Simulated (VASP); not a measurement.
# PbSe (Fm-3m) in VASP: settings compared, part 2 of 2

VASP 6.6.1. The steps go on from the part before.

## Step 4: Single point, r2SCANh+D3(BJ) (22.94 Å³/atom)

This run uses another cell than the first one, of 22.94 Å³/atom.

The input, POSCAR:

```
PbSe
1.0
    0.0000000000      2.8412557750      2.8412557750
    2.8412557750      0.0000000000      2.8412557750
    2.8412557750      2.8412557750      0.0000000000
Pb Se
1 1
Direct
    0.0000000000      0.0000000000      0.0000000000
    0.5000000000      0.5000000000      0.5000000000
```

The input, INCAR.step1:

```
PREC     = Accurate       # precision mode
ENCUT    = 440            # plane-wave cutoff, eV
EDIFF    = 1E-5           # SCF threshold, eV
ISMEAR   = 0              # smearing method
SIGMA    = 0.02           # smearing width, eV
LREAL    = F              # projectors in reciprocal space
LASPH    = T              # aspherical terms in the spheres
NELM     = 120            # most SCF steps
ALGO     = Normal         # electronic algorithm
ISIF     = 2              # what is computed and relaxed
LWAVE    = T              # write WAVECAR
LCHARG   = F              # write CHGCAR
GGA      = PE             # functional
NBANDS   = 17             # bands
GGA_COMPAT= F
```

The input, INCAR.step2:

```
PREC     = Accurate       # precision mode
ENCUT    = 440            # plane-wave cutoff, eV
EDIFF    = 1E-6           # SCF threshold, eV
ISMEAR   = 0              # smearing method
SIGMA    = 0.02           # smearing width, eV
LREAL    = F              # projectors in reciprocal space
LASPH    = T              # aspherical terms in the spheres
NELM     = 120            # most SCF steps
ALGO     = Normal         # electronic algorithm
ISIF     = 2              # what is computed and relaxed
LWAVE    = F              # write WAVECAR
LCHARG   = F              # write CHGCAR
METAGGA  = R2SCAN         # meta-GGA
LHFCALC  = T              # exact exchange
AEXX     = 0.1            # exact-exchange fraction
LMIXTAU  = T            
PRECFOCK = Normal       
IVDW     = 12             # dispersion correction
VDW_S6   = 1.0          
VDW_S8   = 1.1236       
VDW_A1   = 0.4709       
VDW_A2   = 5.9157       
ISTART   = 1            
NBANDS   = 17             # bands
GGA_COMPAT= F
```

The input, KPOINTS:

```
regular mesh
0
Gamma
  4 4 4
```

The run is started by

```
cat potpaw_PBE.64/Pb_d/POTCAR potpaw_PBE.64/Se/POTCAR > POTCAR
cp INCAR.step1 INCAR
mpirun -np 1 vasp_std > vasp.out
cp INCAR.step2 INCAR
mpirun -np 1 vasp_std > vasp.out
```

Wall time 3.2 min (1 thread of Intel Xeon 6975P-C (Granite Rapids), shared host); peak memory 0.17 GiB.

It converged, with:

| Item | Value |
| --- | --- |
| Free energy | -66.6270 eV |
| Pressure | 17.6 GPa |
| Band gap on the k mesh | 0.70 eV |
| Dispersion energy per atom | -0.258 eV |

Levels at points of the mesh, in eV from the valence-band top:
```
           k point  band 8  band 9  band 10  band 11  band 12  band 13
(0.00, 0.00, 0.00)   -3.42   -3.42    -3.42     6.06     6.06     6.06
(0.50, 0.00, 0.00)   -2.73   -2.73     0.00     0.71     1.64     1.64
(0.50, 0.50, 0.00)   -7.68   -5.30    -5.30     3.37     7.50     7.50
```

Caveat: the k points lie up to 0.48 Å⁻¹ apart; three body term missing; the PAW data sets were made with another functional, which shifts forces and pressure a little; spin-orbit coupling is left out, which moves the levels of the heavy elements. A k mesh can miss the band edges.

## Step 5: Relaxation of cell and atoms, LDA

The input, INCAR:

```
SYSTEM = PbSe
ALGO = Normal ; EDIFF = 1E-6
EDIFFG = -0.02 ; ENCUT = 600
IBRION = 2 ; ISIF = 3
ISMEAR = -1 ; LASPH = .TRUE.
LCHARG = .FALSE. ; LREAL = .FALSE.
LWAVE = .FALSE. ; NELM = 100
NSW = 80 ; PREC = Accurate
SIGMA = 0.05
```

The input, KPOINTS:

```
k-points
0
G
  8 8 8
  0 0 0
```

The input, POSCAR:

```
PbSe
1.0
    0.0000000000      3.0606500000      3.0606500000
    3.0606500000      0.0000000000      3.0606500000
    3.0606500000      3.0606500000      0.0000000000
Pb Se
1 1
Direct
    0.0000000000      0.0000000000      0.0000000000
    0.5000000000      0.5000000000      0.5000000000
```

Potentials or basis: VASP PAW LDA potentials, release 64 (Pb_d, Se).

The run is started by

```
cat potpaw_LDA.64/Pb_d/POTCAR potpaw_LDA.64/Se/POTCAR > POTCAR
mpirun -np 1 vasp_std > vasp.out
```

It took 49 s on 1 thread of Intel Xeon Platinum 8559C (Emerald Rapids), shared host; peak memory 0.19 GiB.

It converged, with:

- Free energy: -9.4593 eV
- Relaxed volume: 27.61 Å³/atom
- Relaxed cell: a = 4.274 Å, b = 4.274 Å, c = 4.274 Å, α = 60.00°, β = 60.00°, γ = 60.00°
- Space group after relaxing (to 0.1 Å): Fm-3m (No. 225)
- Energy gained by relaxing: 6.8 meV/atom
- Ionic steps: 3
- Pressure after relaxing: 0.0 GPa
- Band gap on the k mesh: 0.03 eV

The path:
```csv
step,energy change (eV),largest force (eV/Å),pressure (GPa),volume (Å³)
1,0.0000,0.0000,-2.01,57.34
2,-0.0115,0.0000,0.87,54.42
3,-0.0136,0.0000,-0.02,55.22
```

Final structure:
```xyz
2
Lattice="0.0000 3.0225 3.0225 3.0225 0.0000 3.0225 3.0225 3.0225 0.0000" Properties=species:S:1:pos:R:3 pbc="T T T"
Pb    0.0000    0.0000    0.0000
Se    3.0225    3.0225    3.0225
```

Levels at points of the mesh, in eV from the valence-band top:
| k point | band 8 | band 9 | band 10 | band 11 | band 12 | band 13 |
| --- | --- | --- | --- | --- | --- | --- |
| (0.00, 0.00, 0.00) | -2.08 | -2.08 | -2.08 | 4.65 | 4.65 | 4.65 |
| (0.50, 0.00, 0.00) | -1.63 | -1.63 | 0.00 | 0.03 | 1.49 | 1.49 |
| (0.50, 0.50, 0.00) | -5.37 | -3.52 | -3.52 | 3.42 | 5.62 | 5.62 |

Caveat: spin-orbit coupling is left out, which moves the levels of the heavy elements.

## Step 6: Overview

```tsv
task	level	potentials or basis	cell	k mesh	cutoff (eV)	smearing	grid for exact exchange (PRECFOCK)	share of exact exchange	gap on the mesh (eV)	pressure (GPa)
single point	PBE0	VASP PAW PBE potentials, release 64 (Pb_d, Se)	a = 4.328 Å, angles 60.0°, 2 atoms	4 × 4 × 4	520	fermi-dirac 0.05 eV	Normal	0.25	1.36	1.1
single point	b88 exchange, pbe correlation	VASP PAW PBE potentials, release 64 (Pb_d, Se)	a = 4.270 Å, angles 60.0°, 2 atoms	8 × 8 × 8	500	fermi-dirac 0.025 eV	-	-	0.16	4.7
single point	r2SCANh+D3(BJ)	VASP PAW PBE potentials, release 64 (Pb_d, Se)	a = 4.018 Å, angles 60.0°, 2 atoms	4 × 4 × 4	440	gaussian 0.02 eV	Normal	0.1	0.70	17.6
relaxation of cell and atoms	LDA	VASP PAW LDA potentials, release 64 (Pb_d, Se)	relaxed from a = 4.328 Å, angles 60.0°, 2 atoms	8 × 8 × 8	600	fermi-dirac 0.05 eV	-	-	0.03	0.0
```

Alike in all rows: no spin polarisation.

Caveats: some runs use coarse meshes; spin-orbit coupling is left out, which moves the levels of the heavy elements; the PAW data sets were made with another functional, which shifts forces and pressure a little (at least some runs); the cell stands under pressure (at least some runs); three body term missing (at least some runs).

Total energies depend on the potentials used, so only differences within one code and one set of settings carry meaning.

## Step 7: How close it comes

Step 5. The cell as given is a measured one (28.67 Å³/atom); LDA puts the equilibrium volume -3.7 % from it, thermal expansion not counted.
